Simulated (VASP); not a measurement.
# GaN (F-43m) in VASP: notebook

Runs on GaN. Level: PBE+D4. Tasks: single point.

All numbers are computed with VASP 6.6.1; they aren't measurements. Logs are shortened: lines on timing, memory, paths and dates and some standing lists are left out, and cuts for length are marked.

**1. The cell of the first run**

Symmetry: F-43m, No. 216, cubic system. The conventional cell has a = 4.415 Å, b = 4.415 Å, c = 4.415 Å, α = 90.00°, β = 90.00°, γ = 90.00°. Within 2.5 Å of Ga (site symmetry -43m) lie 4 N at 1.91 Å. Within 2.5 Å of N (site symmetry -43m) lie 4 Ga at 1.91 Å.

**2. Single point, PBE+D4**

Input file INCAR:

```
SYSTEM = GaN
ALGO = Normal
EDIFF = 1E-6
ENCUT = 520
GGA = PE
ISIF = 2
ISMEAR = -1
IVDW = 13
LASPH = .TRUE.
LCHARG = .FALSE.
LREAL = .FALSE.
LWAVE = .FALSE.
NBANDS = 16
NELM = 80
PREC = Accurate
SIGMA = 0.05
```

Input file KPOINTS:

```
k-points
0
G
  10 10 10
  0 0 0
```

Input file POSCAR:

```
GaN
1.0
    0.0000000000      2.2074978911      2.2074978911
    2.2074978911      0.0000000000      2.2074978911
    2.2074978911      2.2074978911      0.0000000000
Ga N
1 1
Direct
    0.0000000000      0.0000000000      0.0000000000
    0.2500000000      0.2500000000      0.2500000000
```

Potentials or basis: VASP PAW PBE potentials, release 64 (Ga_d, N).

On the command line:

```console
cat potpaw_PBE.64/Ga_d/POTCAR potpaw_PBE.64/N/POTCAR > POTCAR
mpirun -np 1 vasp_std > vasp.out
```

OUTCAR:

```text
SYSTEM = GaN
   EDIFF = 1E-6
   ENCUT = 520
   GGA = PE
   ISIF = 2
   ISMEAR = -1
   IVDW = 13
   LASPH = .TRUE.
   LREAL = .FALSE.
   NELM = 80
   PREC = Accurate

 ion  position               nearest neighbor table
   1  0.000  0.000  0.000-   2 1.91   2 1.91   2 1.91   2 1.91
   2  0.250  0.250  0.250-   1 1.91   1 1.91   1 1.91   1 1.91

  LATTYP: Found a face centered cubic cell.
 ALAT       =     4.4149957822

  Lattice vectors:

 A1 = (   0.0000000000,   2.2074978911,   2.2074978911)
 A2 = (   2.2074978911,   0.0000000000,   2.2074978911)
 A3 = (   2.2074978911,   2.2074978911,   0.0000000000)

Analysis of symmetry for initial positions (statically):
=====================================================================
 Subroutine PRICEL returns:
 Original cell was already a primitive cell.

 Routine SETGRP: Setting up the symmetry group for a
 face centered cubic supercell.

 Subroutine GETGRP returns: Found 24 space group operations
 (whereof 24 operations were pure point group operations)
 out of a pool of 48 trial point group operations.

The static configuration has the point symmetry T_d .

Analysis of symmetry for dynamics (positions and initial velocities):
=====================================================================
 Subroutine PRICEL returns:
 Original cell was already a primitive cell.

 Routine SETGRP: Setting up the symmetry group for a
 face centered cubic supercell.

 Subroutine GETGRP returns: Found 24 space group operations
 (whereof 24 operations were pure point group operations)
 out of a pool of 48 trial point group operations.

The dynamic configuration has the point symmetry T_d .

 Subroutine INISYM returns: Found 24 space group operations
 (whereof 24 operations are pure point group operations),
 and found     1 'primitive' translations

----------------------------------------------------------------------------------------

                                     Primitive cell

  volume of cell :      21.5145

  direct lattice vectors                    reciprocal lattice vectors
     0.000000000  2.207497891  2.207497891    -0.226500783  0.226500783  0.226500783
     2.207497891  0.000000000  2.207497891     0.226500783 -0.226500783  0.226500783
     2.207497891  2.207497891  0.000000000     0.226500783  0.226500783 -0.226500783

  length of vectors
     3.121873457  3.121873457  3.121873457     0.392310863  0.392310863  0.392310863

  position of ions in fractional coordinates (direct lattice)
     0.000000000  0.000000000  0.000000000
     0.250000000  0.250000000  0.250000000

[... 77 lines left out ...]
   LREAL  =      F    real-space projection
   EDIFFG = 0.1E-04   stopping-criterion for IOM
   NSW    =      0    number of steps for IOM
   IBRION =     -1    ionic relax: 0-MD 1-quasi-New 2-CG
   NFREE  =      0    steps in history (QN), initial steepest desc. (CG)
   ISIF   =      2    stress and relaxation
   ISYM   =      2    0-nonsym 1-usesym 2-fastsym
   POTIM  = 0.5000    time-step for ionic-motion
   TEBEG  =    0.0;   TEEND  =   0.0 temperature during run
   PSTRESS=    0.0 pullay stress
   NELECT =      18.0000    total number of electrons
   NUPDOWN=      -1.0000    fix difference up-down
   EMIN   =  10.00;   EMAX   =-10.00  energy-range for DOS
   EFERMI =   0.00;   METHOD = LEGACY
   ISMEAR =    -1;   SIGMA  =   0.05  broadening in eV -4-tet -1-fermi 0-gaus
   EFERMI_NEDOS =   21; number of points for ismear=-14 and -15
   IALGO  =     38    algorithm
   IMIX   =      4    mixing-type and parameters
     AMIX     =   0.40;   BMIX     =  1.00
     AMIX_MAG =   1.60;   BMIX_MAG =  1.00
  volume/ion in A,a.u.               =      10.76        72.59
  Fermi-wavevector in a.u.,A,eV,Ry     =   1.542607  2.915105 32.376929  2.379637
  Thomas-Fermi vector in A             =   2.648388
   LORBIT       =      0    0 simple, 1 ext, 2 COOP (PROOUT), +10 PAW based schemes
   GGA     = PE    functional components
   LHFCALC =     F    Hartree Fock is set to
   AEXX    =    0.0000 exact exchange contribution
   IVDW    =    13    specifies the selected vdW correction
   LEPSILON=     F    determine dielectric tensor
   LRPA    =     F    only Hartree local field effects (RPA)
 non-spin polarized calculation
  energy-cutoff  :      520.00
  volume of cell :       21.51
 maximum number of plane-waves:       589
   NGX = 11   NGY = 11   NGZ = 11

 number of electron      18.0000008 magnetization

 Free energy of the ion-electron system (eV)
  ---------------------------------------------------
  ext. energy  EPLUGINS =         0.00000000
  ---------------------------------------------------
  free energy    TOTEN  =       -12.04377248 eV

  energy without entropy =      -12.04377248  energy(sigma->0) =      -12.04377248

 E-fermi :   6.9639     XC(G=0): -12.0020

 val. band max:        5.9783279652   @ k =   0.0000   0.0000   0.0000
 cond. band min:       8.1028146550   @ k =   0.0000   0.0000   0.0000
 fundamental gap:      2.1244866898
 Fermi energy:         6.9639428808

 k-point     1 :       0.0000    0.0000    0.0000
  band No.  band energies     occupation
      1     -10.5054      2.00000
      2      -7.5312      2.00000
      3      -7.5312      2.00000
      4      -7.5312      2.00000
      5      -7.1433      2.00000
      6      -7.1433      2.00000
[... 433 lines left out ...]
      3      -7.2629      2.00000
      4      -7.2614      2.00000
      5      -7.0716      2.00000
      6      -6.2942      2.00000
[... 8 lines left out ...]
     15      29.0866      0.00000
     16      29.3193      0.00000

 [... further k-points ...]

------------------------ aborting loop because EDIFF is reached ----------------------------------------

  DFT-D4 for vdW energy calculation

  Edisp (eV):   -0.85270

  FORCE on cell =-STRESS in cart. coord.  units (eV):
  Direction    XX          YY          ZZ          XY          YZ          ZX
  --------------------------------------------------------------------------------------
  -------------------------------------------------------------------------------------
  Total       1.64852     1.64852     1.64852    -0.00000     0.00000    -0.00000
  in kB     122.76503   122.76503   122.76503    -0.00000     0.00000    -0.00000
  external pressure =      122.77 kB  Pullay stress =        0.00 kB

 VOLUME and BASIS-vectors are now :
 -----------------------------------------------------------------------------
  energy-cutoff  :      520.00
  volume of cell :       21.51
      direct lattice vectors                 reciprocal lattice vectors
     0.000000000  2.207497891  2.207497891    -0.226500783  0.226500783  0.226500783
     2.207497891  0.000000000  2.207497891     0.226500783 -0.226500783  0.226500783
     2.207497891  2.207497891  0.000000000     0.226500783  0.226500783 -0.226500783

 POSITION                                       TOTAL-FORCE (eV/Angst)
 -----------------------------------------------------------------------------------
      0.00000      0.00000      0.00000         0.000000     -0.000000     -0.000000
      1.10375      1.10375      1.10375        -0.000000      0.000000      0.000000
 -----------------------------------------------------------------------------------
    total drift:                                0.000002      0.000002      0.000001

  FREE ENERGIE OF THE ION-ELECTRON SYSTEM (eV)
  ---------------------------------------------------
  free  energy   TOTEN  =       -12.8964683847 eV

  energy  without entropy=      -12.8964683847  energy(sigma->0) =      -12.89646838
```

OSZICAR:

```text
N       E                     dE             d eps       ncg     rms          rms(c)
DAV:   1     0.771501553307E+02    0.77150E+02   -0.95068E+03  1712   0.204E+03
DAV:   2    -0.891396951936E+01   -0.86064E+02   -0.81022E+02  1672   0.321E+02
DAV:   3    -0.141019435083E+02   -0.51880E+01   -0.51723E+01  1848   0.675E+01
DAV:   4    -0.141503540725E+02   -0.48411E-01   -0.48407E-01  1752   0.699E+00
DAV:   5    -0.141510257588E+02   -0.67169E-03   -0.67168E-03  1936   0.754E-01    0.795E+00
DAV:   6    -0.120386301930E+02    0.21124E+01   -0.48421E+00  2296   0.418E+01    0.268E+00
DAV:   7    -0.120510794598E+02   -0.12449E-01   -0.35254E-01  1608   0.643E+00    0.180E+00
DAV:   8    -0.120472563566E+02    0.38231E-02   -0.47596E-02  1768   0.340E+00    0.694E-01
DAV:   9    -0.120435979911E+02    0.36584E-02   -0.14228E-02  2224   0.296E+00    0.170E-01
DAV:  10    -0.120438578061E+02   -0.25981E-03   -0.15541E-03  1856   0.596E-01    0.710E-02
DAV:  11    -0.120437678071E+02    0.89999E-04   -0.28371E-04  2272   0.247E-01    0.134E-02
DAV:  12    -0.120437727282E+02   -0.49211E-05   -0.28015E-05  1696   0.531E-02    0.123E-02
DAV:  13    -0.120437724817E+02    0.24642E-06   -0.71599E-07  1352   0.154E-02
   1 F= -.12896468E+02 E0= -.12896468E+02  d E =-.326599E-10
```

Run time: 8.5 s. Hardware: 1 thread of Intel Xeon 6975P-C, shared host; peak memory 0.15 GiB.

Results:

```
Free energy                : -12.8965 eV
Pressure                   : 12.3 GPa
Band gap on the k mesh     : 2.12 eV, direct
Dispersion energy per atom : -0.426 eV
```

**3. Single point, PBE+D4**

This run uses another cell than the first one, of 10.99 Å³/atom, 1.021 times its volume.

Input file INCAR:

```
SYSTEM = GaN
  PREC = Accurate
  ENCUT = 520
  EDIFF = 1E-6
  ISMEAR = -1
  SIGMA = 0.05
  LREAL = .False.
  LASPH = .True.
  NELM = 80
  ALGO = Normal
  ISIF = 2
  LWAVE = .False.
  LCHARG = .False.
  GGA = PE
  IVDW = 13
  NBANDS = 16
```

Input file KPOINTS:

```
Automatic mesh
0
Gamma
  10 10 10
  0 0 0
```

Input file POSCAR:

```
GaN
1.0
    0.0000000000      2.2230441631      2.2230441631
    2.2230441631      0.0000000000      2.2230441631
    2.2230441631      2.2230441631      0.0000000000
Ga N
1 1
Direct
    0.0000000000      0.0000000000      0.0000000000
    0.2500000000      0.2500000000      0.2500000000
```

Potentials or basis: VASP PAW PBE potentials, release 64 (Ga_d, N).

On the command line:

```console
cat potpaw_PBE.64/Ga_d/POTCAR potpaw_PBE.64/N/POTCAR > POTCAR
mpirun -np 1 vasp_std > vasp.out
```

OUTCAR:

```text
SYSTEM = GaN
   PREC = Accurate
   ENCUT = 520
   EDIFF = 1E-6
   ISMEAR = -1
   LREAL = .False.
   LASPH = .True.
   NELM = 80
   ISIF = 2
   GGA = PE
   IVDW = 13

 ion  position               nearest neighbor table
   1  0.000  0.000  0.000-   2 1.93   2 1.93   2 1.93   2 1.93
   2  0.250  0.250  0.250-   1 1.93   1 1.93   1 1.93   1 1.93

  LATTYP: Found a face centered cubic cell.
 ALAT       =     4.4460883262

  Lattice vectors:

 A1 = (   0.0000000000,   2.2230441631,   2.2230441631)
 A2 = (   2.2230441631,   0.0000000000,   2.2230441631)
 A3 = (   2.2230441631,   2.2230441631,   0.0000000000)

[... 639 lines left out ...]

  DFT-D4 for vdW energy calculation

  Edisp (eV):   -0.83472

  FORCE on cell =-STRESS in cart. coord.  units (eV):
  Direction    XX          YY          ZZ          XY          YZ          ZX
  --------------------------------------------------------------------------------------
  -------------------------------------------------------------------------------------
  Total       1.03206     1.03206     1.03206    -0.00000     0.00000     0.00000
  in kB      75.25578    75.25578    75.25578    -0.00000     0.00000     0.00000
  external pressure =       75.26 kB  Pullay stress =        0.00 kB

 VOLUME and BASIS-vectors are now :
 -----------------------------------------------------------------------------
  energy-cutoff  :      520.00
  volume of cell :       21.97
      direct lattice vectors                 reciprocal lattice vectors
     0.000000000  2.223044163  2.223044163    -0.224916809  0.224916809  0.224916809
     2.223044163  0.000000000  2.223044163     0.224916809 -0.224916809  0.224916809
     2.223044163  2.223044163  0.000000000     0.224916809  0.224916809 -0.224916809

 POSITION                                       TOTAL-FORCE (eV/Angst)
 -----------------------------------------------------------------------------------
      0.00000      0.00000      0.00000        -0.000000     -0.000000     -0.000000
      1.11152      1.11152      1.11152         0.000000      0.000000      0.000000
 -----------------------------------------------------------------------------------
    total drift:                                0.000002      0.000002      0.000002

  FREE ENERGIE OF THE ION-ELECTRON SYSTEM (eV)
  ---------------------------------------------------
  free  energy   TOTEN  =       -12.9247914795 eV

  energy  without entropy=      -12.9247914794  energy(sigma->0) =      -12.92479148
```

OSZICAR:

```text
N       E                     dE             d eps       ncg     rms          rms(c)
DAV:   1     0.834495888613E+02    0.83450E+02   -0.93752E+03  1672   0.209E+03
DAV:   2    -0.824863706359E+01   -0.91698E+02   -0.85480E+02  1704   0.334E+02
DAV:   3    -0.140931951862E+02   -0.58446E+01   -0.58200E+01  1688   0.716E+01
DAV:   4    -0.141585248973E+02   -0.65330E-01   -0.65320E-01  1952   0.809E+00
DAV:   5    -0.141593808310E+02   -0.85593E-03   -0.85593E-03  1784   0.824E-01    0.787E+00
DAV:   6    -0.120859594897E+02    0.20734E+01   -0.48647E+00  2288   0.410E+01    0.268E+00
DAV:   7    -0.120974566183E+02   -0.11497E-01   -0.33991E-01  1640   0.647E+00    0.179E+00
DAV:   8    -0.120936919646E+02    0.37647E-02   -0.50738E-02  1776   0.335E+00    0.728E-01
DAV:   9    -0.120898676944E+02    0.38243E-02   -0.14318E-02  2240   0.289E+00    0.179E-01
DAV:  10    -0.120901630247E+02   -0.29533E-03   -0.15743E-03  1808   0.586E-01    0.799E-02
DAV:  11    -0.120900656343E+02    0.97390E-04   -0.29677E-04  2280   0.256E-01    0.118E-02
DAV:  12    -0.120900709100E+02   -0.52757E-05   -0.29530E-05  1712   0.541E-02    0.121E-02
DAV:  13    -0.120900706519E+02    0.25810E-06   -0.73386E-07  1360   0.153E-02
   1 F= -.12924791E+02 E0= -.12924791E+02  d E =-.257336E-10
```

stdout:

```text
POSCAR found type information on POSCAR GaN
 POSCAR found :  2 types and       2 ions
 scaLAPACK will be used
 LDA part: xc-table for (Slater+PW92), standard interpolation
 POSCAR, INCAR and KPOINTS ok, starting setup
 FFT: planning ... GRIDC
 FFT: planning ... GRID_SOFT
 FFT: planning ... GRID
 WAVECAR not read
 entering main loop
```

Wall time 7.5 s (1 thread of Intel Xeon 6975P-C, shared host); peak memory 0.15 GiB.

Results:

```yaml
Free_energy: -12.9248 eV
Pressure: 7.5 GPa
Band_gap_on_the_k_mesh: 1.99 eV, direct
Dispersion_energy_per_atom: -0.417 eV
```

Levels at points of the mesh, in eV from the valence-band top:
```tsv
k point	band 5	band 6	band 7	band 8	band 9	band 10	band 11	band 12	band 13	band 14
(0.00, 0.00, 0.00)	-13.12	-13.12	0.00	0.00	0.00	1.99	10.56	10.56	10.56	18.16
(0.50, 0.00, 0.00)	-13.07	-11.87	-7.31	-1.02	-1.02	4.92	8.93	10.58	10.58	15.98
(0.50, 0.50, 0.00)	-13.03	-11.46	-6.29	-2.85	-2.85	3.36	6.90	12.00	14.40	14.40
```

A hybrid or GW would open this gap; PBE tends to underestimate it.
